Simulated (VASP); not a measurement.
# AlN (P6_3mc) in VASP: further runs, part 2 of 2

VASP 6.6.1. Earlier steps stand in the parts before.

## (3) Relaxation of the atoms, LDA

This run uses another cell than the first one, of 10.45 Å³/atom, 1.003 times its volume.

Input file INCAR:

```
SYSTEM = AlN
PREC = Accurate
ENCUT = 520
EDIFF = 1E-6
ISMEAR = 0
SIGMA = 0.01
LREAL = .FALSE.
LASPH = .TRUE.
NELM = 60
ALGO = Normal
ISIF = 2
LWAVE = .FALSE.
LCHARG = .FALSE.
GGA = CA
IBRION = 2
NSW = 80
EDIFFG = -0.001
```

Input file KPOINTS:

```
Automatic mesh
0
G
  9 9 6
  0 0 0
```

Input file POSCAR:

```
AlN
1.0
    3.1130000000      0.0000000000      0.0000000000
   -1.5565000000      2.6959370820      0.0000000000
    0.0000000000      0.0000000000      4.9810000000
Al N
2 2
Direct
    0.3333333333      0.6666666667      0.0000000000
    0.6666666667      0.3333333333      0.5000000000
    0.3333333333      0.6666666667      0.3800000000
    0.6666666667      0.3333333333      0.8800000000
```

Potentials or basis: VASP PAW LDA potentials, release 64 (Al, N).

Run with:

```bash
$ cat potpaw_LDA.64/Al/POTCAR potpaw_LDA.64/N/POTCAR > POTCAR
$ mpirun -np 1 vasp_std > vasp.out
```

OUTCAR:

```text
SYSTEM = AlN
   PREC = Accurate
   ENCUT = 520
   EDIFF = 1E-6
   ISMEAR = 0
   LREAL = .FALSE.
   LASPH = .TRUE.
   NELM = 60
   ISIF = 2
   GGA = CA
   IBRION = 2
   NSW = 80
   EDIFFG = -0.001

 ion  position               nearest neighbor table
   1  0.333  0.667  0.000-   3 1.89   4 1.89   4 1.89   4 1.89   2 3.07   2 3.07   2 3.07   2 3.07
                             2 3.07   2 3.07
   2  0.667  0.333  0.500-   4 1.89   3 1.89   3 1.89   3 1.89   1 3.07   1 3.07   1 3.07   1 3.07
                             1 3.07   1 3.07
   3  0.333  0.667  0.380-   1 1.89   2 1.89   2 1.89   2 1.89
   4  0.667  0.333  0.880-   2 1.89   1 1.89   1 1.89   1 1.89

  LATTYP: Found a hexagonal cell.
 ALAT       =     3.1130000000
 C/A-ratio  =     1.6000642467

  Lattice vectors:

 A1 = (   3.1130000000,   0.0000000000,   0.0000000000)
[... 275 lines left out ...]
 fundamental gap:      4.2176943197
 Fermi energy:         5.9452236251

 k-point     1 :       0.0000    0.0000    0.0000
  band No.  band energies     occupation
      1      -9.1425      2.00000
      2      -6.9216      2.00000
      3      -0.1594      2.00000
      4       5.0090      2.00000
      5       5.0090      2.00000
      6       5.6659      2.00000
      7       5.6659      2.00000
      8       5.8874      2.00000
      9      10.1051      0.00000
     10      12.4129      0.00000
     11      16.3560      0.00000
     12      16.8158      0.00000
[... 331 lines left out ...]
 k-point    24 :       0.3333    0.3333    0.1667
  band No.  band energies     occupation
      1      -6.5483      2.00000
      2      -6.5483      2.00000
      3       1.1271      2.00000
      4       1.6700      2.00000
      5       1.6700      2.00000
      6       3.1620      2.00000
      7       3.9897      2.00000
      8       3.9897      2.00000
      9      11.1894      0.00000
     10      14.0447      0.00000
     11      14.8669      0.00000
     12      14.8669      0.00000

 [... further k-points ...]
[... 5 lines left out ...]
  --------------------------------------------------------------------------------------
  -------------------------------------------------------------------------------------
  Total       -1.1188895     -1.1188895     -0.9955166      0.0000000      0.0000000     -0.0000000
  in kB      -42.8837108    -42.8837108    -38.1551952      0.0000000      0.0000000     -0.0000000
  external PRESSURE =     -41.3075389 kB  Pullay stress =       0.0000000 kB
[... 19 lines left out ...]
  FREE ENERGIE OF THE ION-ELECTRON SYSTEM (eV)
  ---------------------------------------------------
  free  energy   TOTEN  =       -32.8308259989 eV

  energy  without entropy=      -32.8308259989  energy(sigma->0) =      -32.83082600

 reached required accuracy - stopping structural energy minimisation
```

CONTCAR:

```text
AlN
   1.00000000000000
     3.1130000000000000    0.0000000000000000    0.0000000000000000
    -1.5565000000000000    2.6959370819999999    0.0000000000000000
     0.0000000000000000    0.0000000000000000    4.9809999999999999
  Al              N
     2     2
Direct
     0.3333333332999970    0.6666666667000030    0.9990642042626470
     0.6666666667000030    0.3333333332999970    0.4990642042626470
     0.3333333332999970    0.6666666667000030    0.3809357957373556
     0.6666666667000030    0.3333333332999970    0.8809357957373556

  0.00000000E+00  0.00000000E+00  0.00000000E+00
  0.00000000E+00  0.00000000E+00  0.00000000E+00
  0.00000000E+00  0.00000000E+00  0.00000000E+00
  0.00000000E+00  0.00000000E+00  0.00000000E+00
```

Wall time 17 s (1 thread of Intel Xeon Platinum 8488C (Sapphire Rapids), shared host); peak memory 0.15 GiB.

What came out:

```yaml
Free_energy: -32.8308 eV
Energy_gained_by_relaxing: 0.3 meV/atom
Ionic_steps: 3
Pressure_after_relaxing: -4.1 GPa
Band_gap_on_the_k_mesh: 4.22 eV, direct
```

Step by step:
```csv
step,energy change (eV),largest force (eV/Å),pressure (GPa)
1,0.0000,0.1193,-4.13
2,-0.0010,0.0275,-4.14
3,-0.0011,0.0010,-4.13
```

Final structure:
```xyz
4
Lattice="3.1130 0.0000 0.0000 -1.5565 2.6959 0.0000 0.0000 0.0000 4.9810" Properties=species:S:1:pos:R:3 pbc="T T T"
Al    0.0000    1.7973    4.9763
Al    1.5565    0.8986    2.4858
N     0.0000    1.7973    1.8974
N     1.5565    0.8986    4.3879
```

Levels at points of the mesh, in eV from the valence-band top:
```tsv
k point	band 6	band 7	band 8	band 9	band 10	band 11
(0.00, 0.00, 0.00)	-0.22	-0.22	0.00	4.22	6.53	10.47
(0.00, 0.00, 0.50)	-0.56	-0.56	-0.56	6.40	6.40	10.13
```

A k mesh can miss the band edges. Expect the measured gap to be larger: semilocal functionals such as LDA lack the derivative discontinuity.

## (4) Relaxation of the atoms, LDA

This run uses another cell than the first one, of 10.47 Å³/atom, 1.005 times its volume.

Changes to INCAR since step 3:

```diff
@@ -13,3 +13,2 @@
 LCHARG = .FALSE.
-GGA = CA
 IBRION = 2
```

KPOINTS is that of step 3.

Changes to POSCAR since step 3:

```diff
@@ -4,3 +4,3 @@
    -1.5565000000      2.6959370820      0.0000000000
-    0.0000000000      0.0000000000      4.9810000000
+    0.0000000000      0.0000000000      4.9909620000
 Al N
```

Run with:

```bash
$ cat potpaw_LDA.64/Al/POTCAR potpaw_LDA.64/N/POTCAR > POTCAR
$ mpirun -np 1 vasp_std > vasp.out
```

Wall time 17 s (1 thread of Intel Xeon Platinum 8488C (Sapphire Rapids), shared host); peak memory 0.15 GiB.

Results (log left out):

```yaml
Free_energy: -32.8287 eV
Energy_gained_by_relaxing: 0.2 meV/atom
Ionic_steps: 3
Pressure_after_relaxing: -4.5 GPa
Band_gap_on_the_k_mesh: 4.21 eV, direct
```

Step by step:
| step | energy change (eV) | largest force (eV/Å) | pressure (GPa) |
| --- | --- | --- | --- |
| 1 | 0.0000 | 0.0945 | -4.51 |
| 2 | -0.0007 | 0.0207 | -4.50 |
| 3 | -0.0007 | 0.0007 | -4.50 |

Final structure:
```
Al N
1.0
     3.11300    0.00000    0.00000
    -1.55650    2.69594    0.00000
     0.00000    0.00000    4.99096
Al N
2 2
Direct
  0.33333 0.66667 0.99925
  0.66667 0.33333 0.49925
  0.33333 0.66667 0.38075
  0.66667 0.33333 0.88075
```

Levels at points of the mesh, in eV from the valence-band top:
| k point | band 4 | band 5 | band 6 | band 7 | band 8 | band 9 | band 10 | band 11 | band 12 |
| --- | --- | --- | --- | --- | --- | --- | --- | --- | --- |
| (0.00, 0.00, 0.00) | -0.85 | -0.85 | -0.20 | -0.20 | 0.00 | 4.21 | 6.54 | 10.45 | 10.95 |
| (0.00, 0.00, 0.50) | -3.33 | -0.54 | -0.54 | -0.54 | -0.54 | 6.40 | 6.40 | 10.12 | 10.12 |

A k mesh can miss the band edges.

## (5) Relaxation of the atoms, LDA

This run uses another cell than the first one, of 10.49 Å³/atom, 1.007 times its volume.

Input file INCAR:

```
SYSTEM = AlN
PREC     = Accurate       ! precision mode
ENCUT    = 520            ! plane-wave cutoff, eV
EDIFF    = 1E-7           ! SCF threshold, eV
ISMEAR   = 0              ! smearing method
SIGMA    = 0.01           ! smearing width, eV
LREAL    = .False.        ! projectors in reciprocal space
LASPH    = .True.         ! aspherical terms in the spheres
NELM     = 80             ! most SCF steps
ALGO     = Normal         ! electronic algorithm
ISIF     = 2              ! what is computed and relaxed
LWAVE    = .False.        ! write WAVECAR
LCHARG   = .False.        ! write CHGCAR
GGA      = CA             ! functional
IBRION   = 2              ! ionic algorithm
NSW      = 80             ! ionic steps
EDIFFG   = -0.001         ! ionic threshold
```

Input file KPOINTS:

```
regular mesh
0
Gamma
  9 9 6
  0 0 0
```

Input file POSCAR:

```
AlN
1.0
    3.1192260000      0.0000000000      0.0000000000
   -1.5596130000      2.7013289562      0.0000000000
    0.0000000000      0.0000000000      4.9810000000
Al N
2 2
Direct
    0.3333333333      0.6666666667      0.0000000000
    0.6666666667      0.3333333333      0.5000000000
    0.3333333333      0.6666666667      0.3800000000
    0.6666666667      0.3333333333      0.8800000000
```

Run with:

```bash
$ cat potpaw_LDA.64/Al/POTCAR potpaw_LDA.64/N/POTCAR > POTCAR
$ mpirun -np 1 vasp_std > vasp.out
```

Run time: 20 s. Hardware: 1 thread of Intel Xeon Platinum 8488C (Sapphire Rapids), shared host; peak memory 0.15 GiB.

Results (log left out):

```
Free energy               : -32.8259 eV
Energy gained by relaxing : 0.4 meV/atom
Ionic steps               : 3
Pressure after relaxing   : -4.9 GPa
Band gap on the k mesh    : 4.17 eV, direct
```

Stress tensor (GPa, compression positive):
```
-5.29  0.00  0.00
 0.00 -5.29  0.00
 0.00  0.00 -4.21
```

Step by step:
```csv
step,energy change (eV),largest force (eV/Å),pressure (GPa)
1,0.0000,0.1398,-4.87
2,-0.0014,0.0304,-4.94
3,-0.0015,0.0000,-4.93
```

Final structure:
```yaml
crystal:
  lattice:
    - [3.11923, 0.00000, 0.00000]
    - [-1.55961, 2.70133, 0.00000]
    - [0.00000, 0.00000, 4.98100]
  atoms:
    - { symbol: Al, position: [0.33333, 0.66667, 0.99890] }
    - { symbol: Al, position: [0.66667, 0.33333, 0.49890] }
    - { symbol: N, position: [0.33333, 0.66667, 0.38110] }
    - { symbol: N, position: [0.66667, 0.33333, 0.88110] }
```

Levels at points of the mesh, in eV from the valence-band top:
| k point | band 6 | band 7 | band 8 | band 9 | band 10 | band 11 |
| --- | --- | --- | --- | --- | --- | --- |
| (0.00, 0.00, 0.00) | -0.24 | -0.24 | 0.00 | 4.17 | 6.46 | 10.44 |
| (0.00, 0.00, 0.50) | -0.58 | -0.58 | -0.58 | 6.35 | 6.35 | 10.10 |

## (6) Overview

| cell | gap on the mesh (eV) | pressure (GPa) |
| --- | --- | --- |
| atoms relaxed from a = 3.109, b = 3.109, c = 4.981 Å, angles 90.0, 90.0, 120.0°, 4 atoms | 4.25 | -3.6 |
| atoms relaxed from a = 3.113, b = 3.113, c = 4.981 Å, angles 90.0, 90.0, 120.0°, 4 atoms | 4.22 | -4.1 |
| atoms relaxed from a = 3.113, b = 3.113, c = 4.991 Å, angles 90.0, 90.0, 120.0°, 4 atoms | 4.21 | -4.5 |
| atoms relaxed from a = 3.119, b = 3.119, c = 4.981 Å, angles 90.0, 90.0, 120.0°, 4 atoms | 4.17 | -4.9 |

Alike in all rows: task relaxation of the atoms; level LDA; potentials or basis VASP PAW LDA potentials, release 64 (Al, N); no spin polarisation; k mesh 9 × 9 × 6; cutoff (eV) 520; smearing gaussian 0.01 eV.

Total energies depend on the potentials used, so only differences within one code and one set of settings carry meaning.
